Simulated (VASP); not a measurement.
# Sc (P-1) in VASP: further runs

Runs on Sc. Level: PBEsol. Tasks: single point.

All numbers are computed with VASP 6.6.1; they aren't measurements. Logs are shortened: lines on timing, memory, paths and dates and some standing lists are left out, and cuts for length are marked.

## Step 1: The cell of the first run

The typed cell holds 2 atoms: a = 3.309 Å, b = 3.309 Å, c = 5.273 Å, α = 90.00°, β = 90.00°, γ = 120.00°.

## Step 2: Single point, PBEsol (atoms moved at random)

The input, INCAR:

```
ALGO = Fast
EDIFF = 1E-6
ENCUT = 520
GGA = PS
ISIF = 2
ISMEAR = -1
LASPH = T
LCHARG = T
LELF = T
LREAL = F
LVHAR = T
LWAVE = F
NBANDS = 18
NELM = 60
PREC = Accurate
SIGMA = 0.05
```

The input, KPOINTS:

```
k-points
0
Gamma
  9 9 5
```

The input, POSCAR:

```
Sc
1.0
    3.3090000000      0.0000000000      0.0000000000
   -1.6545000000      2.8656780611      0.0000000000
    0.0000000000      0.0000000000      5.2733000000
Sc
2
Direct
    0.6691860000      0.3239330000      0.7463070000
    0.3351240000      0.6657790000      0.2468990000
```

Potentials or basis: VASP PAW PBE potentials, release 64 (Sc_sv).

On the command line:

```console
cat potpaw_PBE.64/Sc_sv/POTCAR > POTCAR
mpirun -np 1 vasp_std > vasp.out
```

OUTCAR:

```text
EDIFF = 1E-6
   ENCUT = 520
   GGA = PS
   ISIF = 2
   ISMEAR = -1
   LASPH = T
   LREAL = F
   NELM = 60
   PREC = Accurate

 ion  position               nearest neighbor table
   1  0.669  0.324  0.746-   2 3.24   2 3.24   2 3.25   2 3.26   2 3.27   2 3.27
   2  0.335  0.666  0.247-   1 3.24   1 3.24   1 3.25   1 3.26   1 3.27   1 3.27

  LATTYP: Found a hexagonal cell.
 ALAT       =     3.3090000000
 C/A-ratio  =     1.5936234512

  Lattice vectors:

 A1 = (   3.3090000000,   0.0000000000,   0.0000000000)
 A2 = (  -1.6545000000,   2.8656780611,   0.0000000000)
 A3 = (   0.0000000000,   0.0000000000,   5.2733000000)

Analysis of symmetry for initial positions (statically):
=====================================================================
 Subroutine PRICEL returns:
 Original cell was already a primitive cell.

 Routine SETGRP: Setting up the symmetry group for a
 hexagonal supercell.

 Subroutine GETGRP returns: Found  2 space group operations
 (whereof  1 operations were pure point group operations)
 out of a pool of 24 trial point group operations.

The static configuration has the point symmetry C_1 .
 The point group associated with its full space group is S_2 .

Analysis of symmetry for dynamics (positions and initial velocities):
=====================================================================
 Subroutine PRICEL returns:
 Original cell was already a primitive cell.

 Routine SETGRP: Setting up the symmetry group for a
 hexagonal supercell.

 Subroutine GETGRP returns: Found  2 space group operations
 (whereof  1 operations were pure point group operations)
 out of a pool of 24 trial point group operations.

The dynamic configuration has the point symmetry C_1 .
 The point group associated with its full space group is S_2 .

 Subroutine INISYM returns: Found  2 space group operations
 (whereof  1 operations are pure point group operations),
 and found     1 'primitive' translations

----------------------------------------------------------------------------------------

                                     Primitive cell

  volume of cell :      50.0042

  direct lattice vectors                    reciprocal lattice vectors
     3.309000000  0.000000000  0.000000000     0.302206105  0.174478776  0.000000000
[... 77 lines left out ...]
   PREC   = accura    normal or accurate (medium, high low for compatibility)
   ISTART =      0    job   : 0-new  1-cont  2-samecut
   ICHARG =      2    charge: 1-file 2-atom 10-const
   ISPIN  =      1    spin polarized calculation?
   LNONCOLLINEAR =      F non collinear calculations
   LSORBIT =      F    spin-orbit coupling
   LASPH  =      T    aspherical Exc in radial PAW
   ENCUT  =  520.0 eV  38.22 Ry    6.18 a.u.   6.15  6.15  9.80*2*pi/ulx,y,z
   NELM   =     60;   NELMIN=  2; NELMDL= -5     # of ELM steps
   EDIFF  = 0.1E-05   stopping-criterion for ELM
   LREAL  =      F    real-space projection
   EDIFFG = 0.1E-04   stopping-criterion for IOM
   NSW    =      0    number of steps for IOM
   IBRION =     -1    ionic relax: 0-MD 1-quasi-New 2-CG
   NFREE  =      0    steps in history (QN), initial steepest desc. (CG)
   ISIF   =      2    stress and relaxation
   ISYM   =      2    0-nonsym 1-usesym 2-fastsym
   POTIM  = 0.5000    time-step for ionic-motion
   TEBEG  =    0.0;   TEEND  =   0.0 temperature during run
   PSTRESS=    0.0 pullay stress
   NELECT =      22.0000    total number of electrons
   NUPDOWN=      -1.0000    fix difference up-down
   EMIN   =  10.00;   EMAX   =-10.00  energy-range for DOS
   EFERMI =   0.00;   METHOD = LEGACY
   ISMEAR =    -1;   SIGMA  =   0.05  broadening in eV -4-tet -1-fermi 0-gaus
   EFERMI_NEDOS =   21; number of points for ismear=-14 and -15
   IALGO  =     68    algorithm
   IMIX   =      4    mixing-type and parameters
     AMIX     =   0.40;   BMIX     =  1.00
     AMIX_MAG =   1.60;   BMIX_MAG =  1.00
  volume/ion in A,a.u.               =      25.00       168.72
  Fermi-wavevector in a.u.,A,eV,Ry     =   1.245127  2.352948 21.093660  1.550340
  Thomas-Fermi vector in A             =   2.379363
   LORBIT       =      0    0 simple, 1 ext, 2 COOP (PROOUT), +10 PAW based schemes
   GGA     = PS    functional components
   LHFCALC =     F    Hartree Fock is set to
   AEXX    =    0.0000 exact exchange contribution
   IVDW    =     0    specifies the selected vdW correction
   LEPSILON=     F    determine dielectric tensor
   LRPA    =     F    only Hartree local field effects (RPA)
 non-spin polarized calculation
 RMM-DIIS sequential band-by-band and
  energy-cutoff  :      520.00
  volume of cell :       50.00
 maximum number of plane-waves:      1387
 NGX is ok and might be reduce to    28
   NGX = 13   NGY = 13   NGZ = 19

 number of electron      21.9999999 magnetization

 Free energy of the ion-electron system (eV)
  ---------------------------------------------------
  ext. energy  EPLUGINS =         0.00000000
  ---------------------------------------------------
  free energy    TOTEN  =       -13.19879970 eV

  energy without entropy =      -13.16285395  energy(sigma->0) =      -13.18082682

 E-fermi :   3.4944     XC(G=0):  -9.9325

 val. band max:        3.4920167226   @ k =   0.1111   0.3333  -0.4000
 cond. band min:       3.4961738528   @ k =  -0.4444  -0.1111   0.4000
 fundamental gap:      0.0041571302
 Fermi energy:         3.4943848874

 k-point     1 :       0.0000    0.0000    0.0000
  band No.  band energies     occupation
      1     -45.7536      2.00000
      2     -45.6910      2.00000
      3     -24.6511      2.00000
      4     -24.3259      2.00000
      5     -24.3215      2.00000
      6     -24.2678      2.00000
[... 481 lines left out ...]
      5     -24.4973      2.00000
      6     -24.4083      2.00000
[... 10 lines left out ...]
     17       7.0369      0.00000
     18       7.3521      0.00000

 [... further k-points ...]
[... 5 lines left out ...]
  --------------------------------------------------------------------------------------
  -------------------------------------------------------------------------------------
  Total       -0.7443909     -0.6833196     -1.1978217      0.0208274      0.0003748     -0.0003108
  in kB      -23.8509113    -21.8941346    -38.3792169      0.6673290      0.0120085     -0.0099585
  external PRESSURE =     -28.0414209 kB  Pullay stress =       0.0000000 kB

 VOLUME and BASIS-vectors are now :
 -----------------------------------------------------------------------------
  energy-cutoff  :      520.00
  volume of cell :       50.00
      direct lattice vectors                 reciprocal lattice vectors
     3.309000000  0.000000000  0.000000000     0.302206105  0.174478776  0.000000000
    -1.654500000  2.865678061  0.000000000     0.000000000  0.348957552  0.000000000
     0.000000000  0.000000000  5.273300000     0.000000000  0.000000000  0.189634574

 POSITION                                       TOTAL-FORCE (eV/Angst)
 -----------------------------------------------------------------------------------
      1.67839      0.92829      3.93550        -0.019760      0.030429      0.010321
      0.00739      1.90791      1.30197         0.019760     -0.030429     -0.010321
 -----------------------------------------------------------------------------------
    total drift:                                0.000000      0.000002      0.000047

  FREE ENERGIE OF THE ION-ELECTRON SYSTEM (eV)
  ---------------------------------------------------
  free  energy   TOTEN  =       -13.1987996984 eV

  energy  without entropy=      -13.1628539474  energy(sigma->0) =      -13.18082682
```

OSZICAR:

```text
N       E                     dE             d eps       ncg     rms          rms(c)
DAV:   1     0.358486196276E+03    0.35849E+03   -0.10941E+04  7332   0.129E+03
DAV:   2     0.645355270091E+01   -0.35203E+03   -0.34452E+03  9084   0.537E+02
DAV:   3    -0.143778772346E+02   -0.20831E+02   -0.20029E+02 12246   0.157E+02
DAV:   4    -0.147951380546E+02   -0.41726E+00   -0.41487E+00 11090   0.200E+01
DAV:   5    -0.148001068666E+02   -0.49688E-02   -0.49672E-02 12590   0.238E+00    0.783E+00
RMM:   6    -0.132966860357E+02    0.15034E+01   -0.20543E+00  7588   0.183E+01    0.268E+00
RMM:   7    -0.132188695561E+02    0.77816E-01   -0.39263E+00  9672   0.143E+01    0.150E+00
RMM:   8    -0.131880471516E+02    0.30822E-01   -0.23956E-01  7995   0.564E+00    0.532E-01
RMM:   9    -0.131968127810E+02   -0.87656E-02   -0.14205E-01 10524   0.211E+00    0.157E-01
RMM:  10    -0.131981863093E+02   -0.13735E-02   -0.23496E-02 10730   0.892E-01    0.652E-02
RMM:  11    -0.131986062722E+02   -0.41996E-03   -0.55569E-03 11196   0.476E-01    0.288E-02
RMM:  12    -0.131987458583E+02   -0.13959E-03   -0.14686E-03 11601   0.218E-01    0.935E-03
RMM:  13    -0.131987960207E+02   -0.50162E-04   -0.47549E-04 11115   0.126E-01    0.108E-02
RMM:  14    -0.131987996169E+02   -0.35962E-05   -0.91028E-05 10032   0.524E-02    0.723E-03
RMM:  15    -0.131987977714E+02    0.18455E-05   -0.32884E-05  9765   0.480E-02    0.128E-03
RMM:  16    -0.131987994503E+02   -0.16788E-05   -0.11439E-05  9122   0.205E-02    0.628E-04
RMM:  17    -0.131987996984E+02   -0.24810E-06   -0.32566E-06  8371   0.115E-02
   1 F= -.13198800E+02 E0= -.13180827E+02  d E =-.359458E-01
```

Run time: 9.4 min. Hardware: 1 thread of AMD EPYC 7R13, shared host; peak memory 0.25 GiB.

What came out:

```
Free energy            : -13.1988 eV
Pressure               : -2.8 GPa
Largest force          : 0.038 eV/Å
Band gap on the k mesh : zero (band 11 reaches 4.16 eV, above the bottom of band 12 at 3.05 eV)
```

Forces in eV/Å, atoms in the order of the input:
```
Sc  -0.020  0.030  0.010
Sc   0.020 -0.030 -0.010
```

Levels at points of the mesh, in eV from the Fermi level:
| k point | band 7 | band 8 | band 9 | band 10 | band 11 | band 12 | band 13 | band 14 | band 15 | band 16 |
| --- | --- | --- | --- | --- | --- | --- | --- | --- | --- | --- |
| (0.00, 0.00, 0.00) | -27.76 | -27.74 | -5.11 | -1.67 | 0.43 | 1.58 | 1.60 | 1.69 | 1.98 | 2.01 |

Caveat: the cell differs from its parent crystal (atoms moved at random); the PAW data sets were made with another functional, which shifts forces and pressure a little.

## Step 3: Single point, PBEsol (atoms moved at random)

The input, INCAR:

```
PREC = Accurate ; ENCUT = 520
EDIFF = 1E-6 ; ISMEAR = -1
SIGMA = 0.05 ; LREAL = False
LASPH = True ; NELM = 60
ALGO = Fast ; ISIF = 2
LWAVE = False ; LCHARG = False
GGA = PS ; NBANDS = 18
```

The input, KPOINTS:

```
Automatic mesh
0
Gamma
  9 9 5
```

POSCAR is that of step 2.

Potentials or basis: VASP PAW PBE potentials, release 64 (Sc_sv).

On the command line:

```console
cat potpaw_PBE.64/Sc_sv/POTCAR > POTCAR
mpirun -np 1 vasp_std > vasp.out
```

Wall time 8.9 min (1 thread of AMD EPYC 7R13, shared host); peak memory 0.26 GiB.

The run converged. Its results:

- Free energy: -13.1988 eV
- Pressure: -2.8 GPa
- Largest force: 0.038 eV/Å
- Band gap on the k mesh: zero (band 11 reaches 4.16 eV, above the bottom of band 12 at 3.05 eV)

Forces in eV/Å, atoms in the order of the input:
```
Sc  -0.020  0.030  0.010
Sc   0.020 -0.030 -0.010
```

Stress tensor (GPa, compression positive):
```
-2.39  0.07  0.00
 0.07 -2.19  0.00
 0.00  0.00 -3.84
```

Levels at points of the mesh, in eV from the Fermi level:
```tsv
k point	band 7	band 8	band 9	band 10	band 11	band 12	band 13	band 14	band 15	band 16
(0.00, 0.00, 0.00)	-27.76	-27.74	-5.11	-1.67	0.43	1.58	1.60	1.69	1.98	2.01
```

Caveat: the cell differs from its parent crystal (atoms moved at random); the PAW data sets were made with another functional, which shifts forces and pressure a little.
